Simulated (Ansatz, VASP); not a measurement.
**Cr in VASP and in Ansatz**

```
CELL_PARAMETERS angstrom
0.00000 1.81105 1.81105
1.81105 0.00000 1.81105
1.81105 1.81105 0.00000
ATOMIC_POSITIONS crystal
Cr 0.00000 0.00000 0.00000
```

Alike in both runs: functional PBE; k mesh 26 × 26 × 26; occupations gaussian, width 0.1 eV; no spin polarisation.

Ansatz relaxed the structure, and its values are those at the end. VASP's run is a single point on that final structure, the one shown.

|  | VASP | Ansatz |
| --- | --- | --- |
| version | VASP 6.6.1 | Ansatz 0.2.0 |
| potentials or method | VASP PAW PBE potentials, release 64 (Cr_pv), cutoff 520 eV | scalar-relativistic, plane waves, PAW |
| valence electrons in the cell | 12 | 14 |

Ansatz gave:

| Property | Result |
| --- | --- |
| gap on the k mesh at the Fermi level (eV) | none |
| pressure (GPa) | 0.0 |

Question: Which values does VASP return?

Answer: gap on the k mesh at the Fermi level (eV): none; pressure (GPa): -0.5.

A gap of «none» marks a metal or a gap that the smearing closes. VASP's potentials hold 12 valence electrons a cell and Ansatz's 14, so a difference there can come from the potentials and not from the codes.
